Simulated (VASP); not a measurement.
# BN (P6_3/mmc) in VASP: further runs

Runs on BN. Level: r2SCAN. Tasks: single point.

All numbers are computed with VASP 6.6.1; they aren't measurements. Logs are shortened: lines on timing, memory, paths and dates and some standing lists are left out, and cuts for length are marked.

**1. The cell of the first run**

It takes space group P6_3/mmc (No. 194, hexagonal). Conventional cell: a = 2.464 Å, b = 2.464 Å, c = 6.881 Å, α = 90.00°, β = 90.00°, γ = 120.00°. B (site symmetry -6m2) has 3 N at 1.42 Å within 1.9 Å. Within 1.9 Å of N (site symmetry -6m2) lie 3 B at 1.42 Å.

**2. Single point, r2SCAN**

POSCAR reads:

```
BN
1.0
    2.4635976777      0.0000000000      0.0000000000
   -1.2317988389      2.1335381736      0.0000000000
    0.0000000000      0.0000000000      6.8814296245
B N
2 2
Direct
    0.3333333333      0.6666666667      0.2500000000
    0.6666666667      0.3333333333      0.7500000000
    0.3333333333      0.6666666667      0.7500000000
    0.6666666667      0.3333333333      0.2500000000
```

INCAR.step1 reads:

```
PREC = Accurate
ENCUT = 520
ISMEAR = 0
SIGMA = 0.05
LREAL = F
LASPH = T
NELM = 100
NBANDS = 16
GGA = PE
ALGO = Normal
EDIFF = 1E-4
LWAVE = T
LCHARG = F
```

INCAR.step2 reads:

```
PREC = Accurate
ENCUT = 520
EDIFF = 1E-7
ISMEAR = 0
SIGMA = 0.05
LREAL = F
LASPH = T
NELM = 100
ALGO = Normal
ISIF = 2
LWAVE = F
LCHARG = T
METAGGA = R2SCAN
LMIXTAU = T
LELF = T
LVHAR = T
NBANDS = 16
ISTART = 1
```

KPOINTS reads:

```
regular mesh
0
Gamma
  12 12 4
```

Potentials or basis: VASP PAW PBE potentials, release 64 (B, N).

Launch:

```
cat potpaw_PBE.64/B/POTCAR potpaw_PBE.64/N/POTCAR > POTCAR
cp INCAR.step1 INCAR
mpirun -np 1 vasp_std > vasp.out
cp INCAR.step2 INCAR
mpirun -np 1 vasp_std > vasp.out
```

OUTCAR:

```text
PREC = Accurate
   ENCUT = 520
   EDIFF = 1E-7
   ISMEAR = 0
   LREAL = F
   LASPH = T
   NELM = 100
   ISIF = 2
   METAGGA = R2SCAN
   ISTART = 1

 ion  position               nearest neighbor table
   1  0.333  0.667  0.250-   4 1.42   4 1.42   4 1.42
   2  0.667  0.333  0.750-   3 1.42   3 1.42   3 1.42
   3  0.333  0.667  0.750-   2 1.42   2 1.42   2 1.42
   4  0.667  0.333  0.250-   1 1.42   1 1.42   1 1.42

  LATTYP: Found a hexagonal cell.
 ALAT       =     2.4635976777
 C/A-ratio  =     2.7932440783

  Lattice vectors:

 A1 = (   2.4635976777,   0.0000000000,   0.0000000000)
 A2 = (  -1.2317988389,   2.1335381736,   0.0000000000)
 A3 = (   0.0000000000,   0.0000000000,   6.8814296245)

Analysis of symmetry for initial positions (statically):
=====================================================================
 Subroutine PRICEL returns:
 Original cell was already a primitive cell.

 Routine SETGRP: Setting up the symmetry group for a
 hexagonal supercell.

 Subroutine GETGRP returns: Found 24 space group operations
 (whereof 12 operations were pure point group operations)
 out of a pool of 24 trial point group operations.

The static configuration has the point symmetry D_3d.
 The point group associated with its full space group is D_6h.

Analysis of symmetry for dynamics (positions and initial velocities):
=====================================================================
 Subroutine PRICEL returns:
 Original cell was already a primitive cell.

 Routine SETGRP: Setting up the symmetry group for a
 hexagonal supercell.

 Subroutine GETGRP returns: Found 24 space group operations
 (whereof 12 operations were pure point group operations)
 out of a pool of 24 trial point group operations.

The dynamic configuration has the point symmetry D_3d.
 The point group associated with its full space group is D_6h.

 Subroutine INISYM returns: Found 24 space group operations
 (whereof 12 operations are pure point group operations),
 and found     1 'primitive' translations

----------------------------------------------------------------------------------------

[... 86 lines left out ...]
 SYSTEM =  unknown system
   PREC   = accura    normal or accurate (medium, high low for compatibility)
   ISTART =      1    job   : 0-new  1-cont  2-samecut
   ICHARG =      0    charge: 1-file 2-atom 10-const
   ISPIN  =      1    spin polarized calculation?
   LNONCOLLINEAR =      F non collinear calculations
   LSORBIT =      F    spin-orbit coupling
   LASPH  =      T    aspherical Exc in radial PAW
   ENCUT  =  520.0 eV  38.22 Ry    6.18 a.u.   4.58  4.58 12.79*2*pi/ulx,y,z
   NELM   =    100;   NELMIN=  2; NELMDL=  0     # of ELM steps
   EDIFF  = 0.1E-06   stopping-criterion for ELM
   LREAL  =      F    real-space projection
   EDIFFG = 0.1E-05   stopping-criterion for IOM
   NSW    =      0    number of steps for IOM
   IBRION =     -1    ionic relax: 0-MD 1-quasi-New 2-CG
   NFREE  =      0    steps in history (QN), initial steepest desc. (CG)
   ISIF   =      2    stress and relaxation
   ISYM   =      2    0-nonsym 1-usesym 2-fastsym
   POTIM  = 0.5000    time-step for ionic-motion
   TEBEG  =    0.0;   TEEND  =   0.0 temperature during run
   PSTRESS=    0.0 pullay stress
   NELECT =      16.0000    total number of electrons
   NUPDOWN=      -1.0000    fix difference up-down
   EMIN   =  10.00;   EMAX   =-10.00  energy-range for DOS
   EFERMI =   0.00;   METHOD = LEGACY
   ISMEAR =     0;   SIGMA  =   0.05  broadening in eV -4-tet -1-fermi 0-gaus
   EFERMI_NEDOS =   21; number of points for ismear=-14 and -15
   IALGO  =     38    algorithm
   IMIX   =      4    mixing-type and parameters
     AMIX     =   0.40;   BMIX     =  1.00
     AMIX_MAG =   1.60;   BMIX_MAG =  1.00
  volume/ion in A,a.u.               =       9.04        61.02
  Fermi-wavevector in a.u.,A,eV,Ry     =   1.247379  2.357205 21.170055  1.555955
  Thomas-Fermi vector in A             =   2.381514
   LORBIT       =      0    0 simple, 1 ext, 2 COOP (PROOUT), +10 PAW based schemes
   METAGGA = R2SCAN    functional components
   LHFCALC =     F    Hartree Fock is set to
   AEXX    =    0.0000 exact exchange contribution
   IVDW    =     0    specifies the selected vdW correction
   LEPSILON=     F    determine dielectric tensor
   LRPA    =     F    only Hartree local field effects (RPA)
 non-spin polarized calculation
 Gauss-broadening in eV      SIGMA  =   0.05
  energy-cutoff  :      520.00
  volume of cell :       36.17
 maximum number of plane-waves:       991
   NGX =  9   NGY =  9   NGZ = 25

 number of electron      16.0000002 magnetization

 Free energy of the ion-electron system (eV)
  ---------------------------------------------------
  ext. energy  EPLUGINS =         0.00000000
  ---------------------------------------------------
  free energy    TOTEN  =       -38.53201783 eV

  energy without entropy =      -38.53201783  energy(sigma->0) =      -38.53201783

 E-fermi :   2.2456     XC(G=0): -10.6028

 val. band max:        1.9358093396   @ k =   0.3333   0.3333   0.5000
 cond. band min:       6.9438513303   @ k =   0.5000   0.0000   0.0000
 fundamental gap:      5.0080419907
 Fermi energy:         2.2456447907

 k-point     1 :       0.0000    0.0000    0.0000
  band No.  band energies     occupation
      1     -17.1291      2.00000
      2     -16.9131      2.00000
      3      -4.5433      2.00000
      4      -2.7369      2.00000
      5       0.6379      2.00000
      6       0.6379      2.00000
[... 433 lines left out ...]
      3      -5.3459      2.00000
      4      -5.3067      2.00000
      5      -1.8185      2.00000
      6      -1.7886      2.00000
[... 8 lines left out ...]
     15      20.0733      0.00000
     16      22.0534      0.00000

 [... further k-points ...]
[... 5 lines left out ...]
  --------------------------------------------------------------------------------------
  -------------------------------------------------------------------------------------
  Total        4.0505555      4.0505555     -0.0628870     -0.0000000     -0.0000000      0.0000000
  in kB      179.4222476    179.4222476     -2.7856231     -0.0000000     -0.0000000      0.0000000
  external PRESSURE =     118.6862907 kB  Pullay stress =       0.0000000 kB

 VOLUME and BASIS-vectors are now :
 -----------------------------------------------------------------------------
  energy-cutoff  :      520.00
  volume of cell :       36.17
      direct lattice vectors                 reciprocal lattice vectors
     2.463597678  0.000000000  0.000000000     0.405910433  0.234352498  0.000000000
    -1.231798839  2.133538174  0.000000000     0.000000000  0.468704995  0.000000000
     0.000000000  0.000000000  6.881429624     0.000000000  0.000000000  0.145318641

 POSITION                                       TOTAL-FORCE (eV/Angst)
 -----------------------------------------------------------------------------------
     -0.00000      1.42236      1.72036         0.000000      0.000000      0.000000
      1.23180      0.71118      5.16107        -0.000000      0.000000      0.000000
     -0.00000      1.42236      5.16107         0.000000     -0.000000      0.000000
      1.23180      0.71118      1.72036         0.000000      0.000000      0.000000
 -----------------------------------------------------------------------------------
    total drift:                               -0.000000      0.000000      0.000000

  FREE ENERGIE OF THE ION-ELECTRON SYSTEM (eV)
  ---------------------------------------------------
  free  energy   TOTEN  =       -38.5320178276 eV

  energy  without entropy=      -38.5320178276  energy(sigma->0) =      -38.53201783
```

Wall time 2.2 min (1 thread of Intel Xeon Platinum 8375C at 2.90GHz (Ice Lake), shared host); peak memory 0.16 GiB.

Results:

```
Free energy            : -38.5320 eV
Pressure               : 11.9 GPa
Band gap on the k mesh : 5.01 eV, indirect (least direct gap 5.50 eV)
```

Stress tensor (GPa, compression positive):
```
17.94  0.00  0.00
 0.00 17.94  0.00
 0.00  0.00 -0.28
```

Levels at points of the mesh, in eV from the valence-band top:
```
           k point  band 4  band 5  band 6  band 7  band 8  band 9  band 10  band 11  band 12  band 13
(0.00, 0.00, 0.00)   -4.67   -1.30   -1.30   -1.27   -1.27    5.36    10.68    12.73    12.73    12.82
(0.50, 0.00, 0.00)   -9.41   -4.37   -4.32   -1.38   -0.56    5.01     6.29    10.63    11.24    13.28
(0.00, 0.00, 0.50)   -5.67   -1.29   -1.29   -1.29   -1.29    7.69     7.69    12.78    12.78    12.78
(0.50, 0.00, 0.50)   -9.44   -4.34   -4.34   -0.96   -0.96    5.45     5.45    11.13    11.13    14.35
```

Caveat: the PAW data sets were made with another functional, which shifts forces and pressure a little. A k mesh can miss the band edges.

**3. Single point, r2SCAN**

This run uses another cell than the first one, of the same volume but with other edges.

POSCAR reads:

```
BN
1.0
    2.6973432957      0.0000000000      0.0000000000
   -1.3486716479      2.3359678167      0.0000000000
    0.0000000000      0.0000000000      5.7404481429
B N
2 2
Direct
    0.3333333333      0.6666666667      0.2500000000
    0.6666666667      0.3333333333      0.7500000000
    0.3333333333      0.6666666667      0.7500000000
    0.6666666667      0.3333333333      0.2500000000
```

INCAR.step1 reads:

```
  PREC = Accurate
  ENCUT = 520
  ISMEAR = 0
  SIGMA = 0.05
  LREAL = False
  LASPH = True
  NELM = 100
  NBANDS = 16
  GGA = PE
  ALGO = Normal
  EDIFF = 1E-4
  LWAVE = True
  LCHARG = False
```

INCAR.step2 reads:

```
  PREC = Accurate
  ENCUT = 520
  EDIFF = 1E-7
  ISMEAR = 0
  SIGMA = 0.05
  LREAL = False
  LASPH = True
  NELM = 100
  ALGO = Normal
  ISIF = 2
  LWAVE = False
  LCHARG = False
  METAGGA = R2SCAN
  LMIXTAU = True
  NBANDS = 16
  ISTART = 1
```

KPOINTS reads:

```
Automatic mesh
0
Gamma
  12 12 4
```

Potentials or basis: VASP PAW PBE potentials, release 64 (B, N).

Launch:

```
cat potpaw_PBE.64/B/POTCAR potpaw_PBE.64/N/POTCAR > POTCAR
cp INCAR.step1 INCAR
mpirun -np 1 vasp_std > vasp.out
cp INCAR.step2 INCAR
mpirun -np 1 vasp_std > vasp.out
```

It took 2.3 min on 1 thread of Intel Xeon Platinum 8375C at 2.90GHz (Ice Lake), shared host; peak memory 0.16 GiB.

It converged, with:

| Item | Value |
| --- | --- |
| Free energy | -37.2442 eV |
| Pressure | -42.6 GPa |
| Band gap on the k mesh | 4.21 eV, indirect (least direct gap 4.55 eV) |

Stress tensor (GPa, compression positive):
```
-67.41   0.00   0.00
  0.00 -67.41   0.00
  0.00   0.00   7.10
```

Levels at points of the mesh, in eV from the valence-band top:
| k point | band 5 | band 6 | band 7 | band 8 | band 9 | band 10 | band 11 | band 12 |
| --- | --- | --- | --- | --- | --- | --- | --- | --- |
| (0.00, 0.00, 0.00) | -1.84 | -1.84 | -1.63 | -1.63 | 6.06 | 9.14 | 10.07 | 10.07 |
| (0.50, 0.00, 0.00) | -4.27 | -3.96 | -2.18 | -0.21 | 4.35 | 6.50 | 7.78 | 8.16 |
| (0.00, 0.00, 0.50) | -1.74 | -1.74 | -1.74 | -1.74 | 8.28 | 8.28 | 10.29 | 10.29 |
| (0.50, 0.00, 0.50) | -4.12 | -4.12 | -0.97 | -0.97 | 4.66 | 4.66 | 8.16 | 8.16 |

Caveat: the PAW data sets were made with another functional, which shifts forces and pressure a little. A k mesh can miss the band edges.

**4. Single point, r2SCAN**

This run uses another cell than the first one, of the same volume but with other edges.

POSCAR reads:

```
BN
1.0
    2.2943082580      0.0000000000      0.0000000000
   -1.1471541290      1.9869292355      0.0000000000
    0.0000000000      0.0000000000      7.9344112779
B N
2 2
Direct
    0.3333333333      0.6666666667      0.2500000000
    0.6666666667      0.3333333333      0.7500000000
    0.3333333333      0.6666666667      0.7500000000
    0.6666666667      0.3333333333      0.2500000000
```

INCAR.step1 reads:

```
SYSTEM = BN
  ALGO = Normal
  EDIFF = 1E-4
  ENCUT = 520
  GGA = PE
  ISMEAR = 0
  LASPH = .TRUE.
  LCHARG = .FALSE.
  LREAL = .FALSE.
  LWAVE = .TRUE.
  NBANDS = 16
  NELM = 60
  PREC = Accurate
  SIGMA = 0.05
```

INCAR.step2 reads:

```
SYSTEM = BN
  ALGO = Normal
  EDIFF = 1E-6
  ENCUT = 520
  ISIF = 2
  ISMEAR = 0
  ISTART = 1
  LASPH = .TRUE.
  LCHARG = .FALSE.
  LMIXTAU = .TRUE.
  LREAL = .FALSE.
  LWAVE = .FALSE.
  METAGGA = R2SCAN
  NBANDS = 16
  NELM = 60
  PREC = Accurate
  SIGMA = 0.05
```

KPOINTS reads:

```
k-points
0
G
  12 12 4
  0 0 0
```

Launch:

```
cat potpaw_PBE.64/B/POTCAR potpaw_PBE.64/N/POTCAR > POTCAR
cp INCAR.step1 INCAR
mpirun -np 1 vasp_std > vasp.out
cp INCAR.step2 INCAR
mpirun -np 1 vasp_std > vasp.out
```

Wall time 1.9 min (1 thread of Intel Xeon Platinum 8375C at 2.90GHz (Ice Lake), shared host); peak memory 0.17 GiB.

It converged, with:

```yaml
Free_energy: -36.4137 eV
Pressure: 77.2 GPa
Band_gap_on_the_k_mesh: 4.34 eV, indirect (least direct gap 5.32 eV)
```

Stress tensor (GPa, compression positive):
```
116.55   0.00   0.00
  0.00 116.55   0.00
  0.00   0.00  -1.47
```

Levels at points of the mesh, in eV from the valence-band top:
```tsv
k point	band 4	band 5	band 6	band 7	band 8	band 9	band 10	band 11	band 12	band 13
(0.00, 0.00, 0.00)	-6.58	-0.98	-0.98	-0.98	-0.98	4.34	8.36	12.70	14.70	14.70
(0.50, 0.00, 0.00)	-10.39	-4.72	-4.72	-1.35	-1.07	5.61	6.28	12.36	13.56	13.81
(0.00, 0.00, 0.50)	-6.96	-0.98	-0.98	-0.98	-0.98	5.91	5.91	14.71	14.71	14.71
(0.50, 0.00, 0.50)	-10.39	-4.72	-4.72	-1.21	-1.21	5.89	5.89	13.18	13.18	14.78
```

Caveat: the PAW data sets were made with another functional, which shifts forces and pressure a little.

**5. Summary**

| cell | gap on the mesh (eV) | pressure (GPa) |
| --- | --- | --- |
| a = 2.464, b = 2.464, c = 6.881 Å, angles 90.0, 90.0, 120.0°, 4 atoms | 5.01 | 11.9 |
| a = 2.697, b = 2.697, c = 5.740 Å, angles 90.0, 90.0, 120.0°, 4 atoms | 4.21 | -42.6 |
| a = 2.294, b = 2.294, c = 7.934 Å, angles 90.0, 90.0, 120.0°, 4 atoms | 4.34 | 77.2 |

Alike in all rows: task single point; level r2SCAN; potentials or basis VASP PAW PBE potentials, release 64 (B, N); no spin polarisation; k mesh 12 × 12 × 4; cutoff (eV) 520; smearing gaussian 0.05 eV.

Caveats: the PAW data sets were made with another functional, which shifts forces and pressure a little.

Total energies depend on the potentials used, so only differences within one code and one set of settings carry meaning.
